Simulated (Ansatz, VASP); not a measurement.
## Cd in VASP and in Ansatz

The input INCAR:

```
ALGO = Normal
EDIFF = 1E-7
ENCUT = 520
GGA = PS
ISIF = 2
ISMEAR = -1
LASPH = T
LCHARG = F
LREAL = F
LWAVE = F
NBANDS = 25
NELM = 100
PREC = Accurate
SIGMA = 0.1
```

File KPOINTS:

```
k-points
0
Gamma
  8 8 12
```

The input POSCAR:

```
Cd
1.0
    5.1285327657      0.0000000000      0.0000000000
   -2.5642663828      4.4414396592      0.0000000000
    0.0000000000      0.0000000000      3.0709555066
Cd
3
Direct
    1.0000000000      0.0000000000      0.0000000000
    0.3333333333      0.6666666667      0.5000000000
    0.6666666667      0.3333333333      0.5000000000
```

Input for Ansatz:

```yaml
crystal:
  lattice:
    - [5.1285327657, 0.0, 0.0]
    - [-2.5642663828, 4.4414396592, 0.0]
    - [0.0, 0.0, 3.0709555066]
  atoms:
    - { symbol: Cd, position: [1.0, 0.0, 0.0] }
    - { symbol: Cd, position: [0.3333333333, 0.6666666667, 0.5] }
    - { symbol: Cd, position: [0.6666666667, 0.3333333333, 0.5] }
hamiltonian:
  xc: pbesol
  pseudopotentials:
    kind: paw
    azcp:
      Cd: "pseudopotentials/Cd.paw.azcp"
basis:
  ecutwfc: 420
  fft_grid_basis: typed
kpoints:
  mp_grid: { grid: [8, 8, 12], shift: [0, 0, 0] }
magnetization:
  spin_polarized: false
scf:
  occupations: { method: fermi_dirac, width: 0.1 }
  lower_state_search: "off"
output:
  stress: true
```

Alike in both runs: task single point; functional PBEsol; k mesh 8 × 8 × 12; occupations fermi-dirac, width 0.1 eV; no spin polarisation.

```csv
,VASP,Ansatz
version,VASP 6.6.1,Ansatz 0.2.0
potentials or method,"VASP PAW PBE potentials, release 64 (Cd), cutoff 520 eV","plane waves (420 eV) with PAW, scalar-relativistic"
valence electrons in the cell,36,60
```

```tsv
	VASP	Ansatz	Ansatz less VASP
pressure (GPa)	-3.0	-3.2	-0.22
traceless stress, the component that is largest in VASP (GPa)	-0.32	-0.32	-0.005
```

VASP's potentials were made for PBE, not for PBEsol, and Ansatz warns of the same on its side. The functional is the same, so the differences come from potentials, cutoffs and numerics. VASP's potentials hold 36 valence electrons a cell and Ansatz's 60, so a difference there can come from the potentials and not from the codes.
